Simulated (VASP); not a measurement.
# N in VASP: notebook

Runs on N. Level: PBE+D3(BJ). Tasks: single point.

All numbers are computed with VASP 6.6.1; they aren't measurements. Logs are shortened: lines on timing, memory, paths and dates and some standing lists are left out, and cuts for length are marked.

### 1 The cell of the first run

The cell holds a disordered packing, 24 atoms: a = 8.862 Å, b = 8.862 Å, c = 8.862 Å, α = 90.00°, β = 90.00°, γ = 90.00°.

### 2 Single point, PBE+D3(BJ)

INCAR

```
PREC = Accurate
ENCUT = 520
EDIFF = 1E-7
ISMEAR = -1
SIGMA = 0.02
LREAL = Auto
LASPH = True
NELM = 80
ALGO = Normal
ISIF = 2
LWAVE = False
LCHARG = False
GGA = PE
IVDW = 12
NBANDS = 78
```

KPOINTS

```
regular mesh
0
Gamma
  1 1 1
```

POSCAR

```
N
1.0
    8.8620950000      0.0000000000      0.0000000000
    0.0000000000      8.8620950000      0.0000000000
    0.0000000000      0.0000000000      8.8620950000
N
24
Direct
    0.4552422424      0.8896654798      0.6409771053
    0.5618197503      0.9502267805      0.6248296819
    0.5885854304      0.3220683145      0.6347257618
    0.5336548525      0.4223493429      0.5857531430
    0.2558650071      0.7233278361      0.9560041954
    0.3514744538      0.6593926154      0.9085774865
    0.7116827342      0.4516877781      0.0837499485
    0.6823668670      0.5094844955     -0.0235158842
    0.7045738056      0.7706304209      0.3112582296
    0.7503191965      0.6604307446      0.3498157038
    0.1711333494      0.7839229889      0.5567193762
    0.1882624820      0.8730328438      0.4690764430
    0.8618391024      0.1607069209      0.4104334246
    0.8119637625      0.2265604239      0.3190554829
   -0.0194874914      0.0761558074     -0.0446508416
   -0.1106736048      0.0830729077     -0.1268661643
    0.9554851308      0.7395880997      0.8237781247
    0.8492687113      0.7542798853      0.7608697492
    0.1250155860      0.4431796319      0.1989258748
    0.2207830090      0.5163677437      0.2231413678
   -0.0657180949      0.3588316307      0.7143796134
    0.0576161732      0.3797973278      0.7382340180
    0.4138637647      0.1603345484      0.9722644589
    0.3106376088      0.2248452539      0.9764508279
```

Potentials or basis: VASP PAW PBE potentials, release 64 (N).

Launch:

```console
cat potpaw_PBE.64/N/POTCAR > POTCAR
mpirun -np 1 vasp_gam > vasp.out
```

OUTCAR:

```text
PREC = Accurate
   ENCUT = 520
   EDIFF = 1E-7
   ISMEAR = -1
   LREAL = Auto
   LASPH = True
   NELM = 80
   ISIF = 2
   GGA = PE
   IVDW = 12
 IVDW          = 12

 ion  position               nearest neighbor table
   1  0.455  0.890  0.641-   2 1.10
   2  0.562  0.950  0.625-   1 1.10
   3  0.589  0.322  0.635-   4 1.10
   4  0.534  0.422  0.586-   3 1.10
   5  0.256  0.723  0.956-   6 1.10
   6  0.351  0.659  0.909-   5 1.10
[... 16 lines left out ...]
  23  0.414  0.160  0.972-  24 1.08
  24  0.311  0.225  0.976-  23 1.08

  LATTYP: Found a simple cubic cell.
 ALAT       =     8.8620950000

  Lattice vectors:

 A1 = (   8.8620950000,   0.0000000000,   0.0000000000)
 A2 = (   0.0000000000,   8.8620950000,   0.0000000000)
 A3 = (   0.0000000000,   0.0000000000,   8.8620950000)

Analysis of symmetry for initial positions (statically):
=====================================================================
 Subroutine PRICEL returns:
 Original cell was already a primitive cell.

 Routine SETGRP: Setting up the symmetry group for a
 simple cubic supercell.

 Subroutine GETGRP returns: Found  1 space group operations
 (whereof  1 operations were pure point group operations)
 out of a pool of 48 trial point group operations.

The static configuration has the point symmetry C_1 .

Analysis of symmetry for dynamics (positions and initial velocities):
=====================================================================
 Subroutine PRICEL returns:
 Original cell was already a primitive cell.

 Routine SETGRP: Setting up the symmetry group for a
 simple cubic supercell.

 Subroutine GETGRP returns: Found  1 space group operations
 (whereof  1 operations were pure point group operations)
 out of a pool of 48 trial point group operations.

The dynamic configuration has the point symmetry C_1 .

 Subroutine INISYM returns: Found  1 space group operations
 (whereof  1 operations are pure point group operations),
 and found     1 'primitive' translations

----------------------------------------------------------------------------------------

                                     Primitive cell

  volume of cell :     695.9999

  direct lattice vectors                    reciprocal lattice vectors
     8.862095000  0.000000000  0.000000000     0.112840135  0.000000000  0.000000000
     0.000000000  8.862095000  0.000000000     0.000000000  0.112840135  0.000000000
     0.000000000  0.000000000  8.862095000     0.000000000  0.000000000  0.112840135

  length of vectors
     8.862095000  8.862095000  8.862095000     0.112840135  0.112840135  0.112840135

  position of ions in fractional coordinates (direct lattice)
     0.455242242  0.889665480  0.640977105
     0.561819750  0.950226781  0.624829682
     0.588585430  0.322068315  0.634725762
     0.533654852  0.422349343  0.585753143
     0.255865007  0.723327836  0.956004195
     0.351474454  0.659392615  0.908577487
[... 16 lines left out ...]
     0.413863765  0.160334548  0.972264459
     0.310637609  0.224845254  0.976450828

  ion indices of the primitive-cell ions
   primitive index   ion index
                 1           1
                 2           2
                 3           3
                 4           4
                 5           5
                 6           6
[... 16 lines left out ...]
                23          23
                24          24

----------------------------------------------------------------------------------------

 KPOINTS: regular mesh

Automatic generation of k-mesh.
 Grid dimensions read from file:
 generate k-points for:    1    1    1

 Generating k-lattice:

  Cartesian coordinates                     Fractional coordinates (reciprocal lattice)
     0.112840135  0.000000000  0.000000000     1.000000000  0.000000000  0.000000000
     0.000000000  0.112840135  0.000000000     0.000000000  1.000000000  0.000000000
     0.000000000  0.000000000  0.112840135     0.000000000  0.000000000  1.000000000

  Length of vectors
     0.112840135  0.112840135  0.112840135

  Shift w.r.t. Gamma in fractional coordinates (k-lattice)
     0.000000000  0.000000000  0.000000000

 Subroutine IBZKPT returns following result:
 ===========================================

 Found      1 irreducible k-points:

 Following reciprocal coordinates:
            Coordinates               Weight
  0.000000  0.000000  0.000000      1.000000
   k-points           NKPTS =      1   k-points in BZ     NKDIM =      1   number of bands    NBANDS=     78
   number of dos      NEDOS =    301   number of ions     NIONS =     24
   total plane-waves  NPLWV = 343000
   dimension x,y,z NGX =    70 NGY =   70 NGZ =   70
   dimension x,y,z NGXF=   140 NGYF=  140 NGZF=  140
   ions per type =              24
   NGX,Y,Z   is equivalent  to a cutoff of  13.13, 13.13, 13.13 a.u.
   NGXF,Y,Z  is equivalent  to a cutoff of  26.26, 26.26, 26.26 a.u.
 SYSTEM =  unknown system
   PREC   = accura    normal or accurate (medium, high low for compatibility)
   ISTART =      0    job   : 0-new  1-cont  2-samecut
   ICHARG =      2    charge: 1-file 2-atom 10-const
   ISPIN  =      1    spin polarized calculation?
   LNONCOLLINEAR =      F non collinear calculations
   LSORBIT =      F    spin-orbit coupling
   LASPH  =      T    aspherical Exc in radial PAW
   ENCUT  =  520.0 eV  38.22 Ry    6.18 a.u.  16.48 16.48 16.48*2*pi/ulx,y,z
   NELM   =     80;   NELMIN=  2; NELMDL= -5     # of ELM steps
   EDIFF  = 0.1E-06   stopping-criterion for ELM
   LREAL  =      T    real-space projection
   EDIFFG = 0.1E-05   stopping-criterion for IOM
   NSW    =      0    number of steps for IOM
   IBRION =     -1    ionic relax: 0-MD 1-quasi-New 2-CG
   NFREE  =      0    steps in history (QN), initial steepest desc. (CG)
   ISIF   =      2    stress and relaxation
   ISYM   =      2    0-nonsym 1-usesym 2-fastsym
   POTIM  = 0.5000    time-step for ionic-motion
   TEBEG  =    0.0;   TEEND  =   0.0 temperature during run
   PSTRESS=    0.0 pullay stress
   NELECT =     120.0000    total number of electrons
   NUPDOWN=      -1.0000    fix difference up-down
   EMIN   =  10.00;   EMAX   =-10.00  energy-range for DOS
   EFERMI =   0.00;   METHOD = LEGACY
   ISMEAR =    -1;   SIGMA  =   0.02  broadening in eV -4-tet -1-fermi 0-gaus
   EFERMI_NEDOS =   21; number of points for ismear=-14 and -15
   IALGO  =     38    algorithm
   IMIX   =      4    mixing-type and parameters
     AMIX     =   0.40;   BMIX     =  1.00
     AMIX_MAG =   1.60;   BMIX_MAG =  1.00
  volume/ion in A,a.u.               =      29.00       195.70
  Fermi-wavevector in a.u.,A,eV,Ry     =   0.911169  1.721859 11.295946  0.830229
  Thomas-Fermi vector in A             =   2.035417
   LORBIT       =      0    0 simple, 1 ext, 2 COOP (PROOUT), +10 PAW based schemes
   GGA     = PE    functional components
   LHFCALC =     F    Hartree Fock is set to
   AEXX    =    0.0000 exact exchange contribution
   IVDW    =    12    specifies the selected vdW correction
   LEPSILON=     F    determine dielectric tensor
   LRPA    =     F    only Hartree local field effects (RPA)
 non-spin polarized calculation
  energy-cutoff  :      520.00
  volume of cell :      696.00
 maximum number of plane-waves:      9403
 NGX is ok and might be reduce to    70
   NGX = 33   NGY = 33   NGZ = 33

 number of electron     119.9999997 magnetization

 Free energy of the ion-electron system (eV)
  ---------------------------------------------------
  ext. energy  EPLUGINS =         0.00000000
  ---------------------------------------------------
  free energy    TOTEN  =      -199.18667494 eV

  energy without entropy =     -199.18667494  energy(sigma->0) =     -199.18667494

 E-fermi :  -6.5270     XC(G=0):  -5.4927

 val. band max:       -7.0654550272   @ k =   0.0000   0.0000   0.0000
 cond. band min:       0.1067619607   @ k =   0.0000   0.0000   0.0000
 fundamental gap:      7.1722169879
 Fermi energy:        -6.5269588410

 k-point     1 :       0.0000    0.0000    0.0000
  band No.  band energies     occupation
      1     -26.0563      2.00000
      2     -25.9150      2.00000
      3     -25.8617      2.00000
      4     -25.6846      2.00000
      5     -25.6794      2.00000
      6     -25.6751      2.00000
[... 64 lines left out ...]
     71       0.6987      0.00000
     72       0.7488      0.00000
 [bands above 72 left out]

------------------------ aborting loop because EDIFF is reached ----------------------------------------

 Edisp (eV)   -0.99649

 E8    (eV) :    -0.2360

  FORCE on cell =-STRESS in cart. coord.  units (eV):
  Direction    XX          YY          ZZ          XY          YZ          ZX
  --------------------------------------------------------------------------------------
  -------------------------------------------------------------------------------------
  Total      13.56952     7.18330     5.37343    -2.41507    -1.86789     4.17520
  in kB      31.23675    16.53580    12.36953    -5.55944    -4.29985     9.61123
  external pressure =       20.05 kB  Pullay stress =        0.00 kB

 VOLUME and BASIS-vectors are now :
 -----------------------------------------------------------------------------
  energy-cutoff  :      520.00
  volume of cell :      696.00
      direct lattice vectors                 reciprocal lattice vectors
     8.862095000  0.000000000  0.000000000     0.112840135  0.000000000  0.000000000
     0.000000000  8.862095000  0.000000000     0.000000000  0.112840135  0.000000000
     0.000000000  0.000000000  8.862095000     0.000000000  0.000000000  0.112840135

 POSITION                                       TOTAL-FORCE (eV/Angst)
 -----------------------------------------------------------------------------------
      4.03440      7.88430      5.68040        -2.038311     -1.288587      0.595216
      4.97890      8.42100      5.53730         2.461151      1.393928     -0.419650
      5.21610      2.85420      5.62500         0.673119     -1.362333      0.691587
      4.72930      3.74290      5.19100        -0.759895      1.409133     -0.686237
      2.26750      6.41020      8.47220        -1.094533      0.927029      0.675534
      3.11480      5.84360      8.05190         1.248271     -0.865727     -0.683043
[... 16 lines left out ...]
      3.66770      1.42090      8.61630         4.933711     -3.100919     -0.204906
      2.75290      1.99260      8.65340        -4.868460      3.077260      0.179152
 -----------------------------------------------------------------------------------
    total drift:                                0.004219      0.001668      0.000005

  FREE ENERGIE OF THE ION-ELECTRON SYSTEM (eV)
  ---------------------------------------------------
  free  energy   TOTEN  =      -200.1831648165 eV

  energy  without entropy=     -200.1831648165  energy(sigma->0) =     -200.18316482
```

It took 68 s on 1 thread of AMD EPYC 9R45 (Zen 5), shared host; peak memory 0.57 GiB.

Results:

```
Free energy                : -200.1832 eV
Pressure                   : 2.0 GPa
Largest force              : 5.831 eV/Å
Dispersion energy per atom : -0.042 eV
```

Forces in eV/Å, atoms in the order of the input:
```
N   -2.038 -1.289  0.595
N    2.461  1.394 -0.420
N    0.673 -1.362  0.692
N   -0.760  1.409 -0.686
N   -1.095  0.927  0.676
N    1.248 -0.866 -0.683
N    0.030 -0.150  0.227
N   -0.082  0.148 -0.380
N   -0.107  0.269 -0.083
N    0.136 -0.205  0.173
N   -0.083  0.486 -0.715
N   -0.295 -0.578  0.443
N    1.474 -1.915  2.619
N   -1.413  1.762 -2.546
N    2.819 -0.228  2.652
N   -2.888  0.178 -2.454
N    1.312 -0.290  0.852
N   -1.523  0.151 -0.941
N   -3.078 -2.308 -0.737
N    3.022  2.276  0.870
N    2.220  0.529  0.350
N   -2.101 -0.314 -0.476
N    4.934 -3.101 -0.205
N   -4.868  3.077  0.179
```

Stress tensor (GPa, compression positive):
```
 3.12 -0.56  0.96
-0.56  1.65 -0.43
 0.96 -0.43  1.24
```

Levels at points of the mesh, in eV from the Fermi level:
```csv
k point,band 56,band 57,band 58,band 59,band 60,band 61,band 62,band 63,band 64,band 65
"(0.00, 0.00, 0.00)",-0.81,-0.73,-0.60,-0.59,-0.54,6.63,6.64,6.76,6.85,6.88
```

Caveat: the k points lie up to 0.71 Å⁻¹ apart; the standard files for N, O and F lose accuracy on very short bonds.

### 3 Single point, PBE+D3(BJ)

Edit INCAR of step 2 so:

```diff
@@ -7,3 +7,3 @@
 LASPH = True
-NELM = 80
+NELM = 60
 ALGO = Normal
```

KPOINTS is that of step 2.

POSCAR

```
N
1.0
    8.8620950000      0.0000000000      0.0000000000
    0.0000000000      8.8620950000      0.0000000000
    0.0000000000      0.0000000000      8.8620950000
N
24
Direct
    0.5014277098      0.9374081411      0.6840481850
    0.5525781432      0.9814045099      0.5758909152
    0.5694928795      0.3223165628      0.6597649878
    0.5888788148      0.4289730589      0.6000274202
    0.2715497859      0.7204052766      0.9786512106
    0.3515308739      0.6779435337      0.8859530393
    0.7904338647      0.4690425909      0.0591959350
    0.7021477427      0.4616854141     -0.0285485543
    0.7691070791      0.7947105058      0.2775077451
    0.7634425043      0.6888777428      0.3455390627
    0.1497388597      0.7254492307      0.5573851330
    0.1294050673      0.8274115771      0.4828542235
    0.8175042132      0.1143296252      0.3570938926
    0.7413596898      0.1869648204      0.2858579151
   -0.0453278824      0.0943907733     -0.0817526781
   -0.1533384600      0.0456664028     -0.1208405010
    0.9017055222      0.7276270453      0.8575398932
    0.8597854119      0.7337429806      0.7423075469
    0.1226120912      0.4678013495      0.2354070905
    0.2417825582      0.4607375570      0.2069262404
   -0.0606064367      0.3406756529      0.7162189076
    0.0492998552      0.3925708312      0.7261262715
    0.3840965370      0.1321132306      0.9657084470
    0.3282181019      0.2076709852      1.0484315503
```

Potentials or basis: VASP PAW PBE potentials, release 64 (N).

Launch:

```console
cat potpaw_PBE.64/N/POTCAR > POTCAR
mpirun -np 1 vasp_gam > vasp.out
```

Wall time 77 s (1 thread of AMD EPYC 9R45 (Zen 5), shared host); peak memory 0.57 GiB.

The run converged. Its results:

| Property | Result |
| --- | --- |
| Free energy | -200.1711 eV |
| Pressure | 0.7 GPa |
| Largest force | 5.574 eV/Å |
| Dispersion energy per atom | -0.042 eV |

Forces in eV/Å, atoms in the order of the input:
```
N    0.974  0.779 -2.064
N   -0.979 -0.873  2.023
N   -0.440 -2.170  1.228
N    0.367  2.238 -1.261
N    2.890 -1.465 -3.369
N   -2.871  1.485  3.336
N    0.834  0.002  0.874
N   -0.942 -0.105 -0.785
N   -0.042 -0.464  0.192
N    0.035  0.378 -0.206
N   -0.407  2.294 -1.726
N    0.486 -2.272  1.649
N   -1.090  1.207 -1.038
N    1.135 -1.090  1.061
N    0.950  0.329  0.466
N   -1.007 -0.296 -0.243
N    1.439 -0.258  3.821
N   -1.461  0.146 -3.888
N   -4.145  0.218  1.043
N    4.079 -0.015 -0.810
N   -4.905 -2.199 -0.612
N    5.033  2.357  0.428
N    0.271 -0.316 -0.357
N   -0.203  0.090  0.239
```

Stress tensor (GPa, compression positive):
```
 1.75  1.06  0.72
 1.06  0.34  0.30
 0.72  0.30 -0.12
```

Levels at points of the mesh, in eV from the Fermi level:
| k point | band 57 | band 58 | band 59 | band 60 | band 61 | band 62 | band 63 | band 64 |
| --- | --- | --- | --- | --- | --- | --- | --- | --- |
| (0.00, 0.00, 0.00) | -0.76 | -0.72 | -0.61 | -0.49 | 6.57 | 6.67 | 6.68 | 6.74 |

Caveat: the k points lie up to 0.71 Å⁻¹ apart; the standard files for N, O and F lose accuracy on very short bonds.
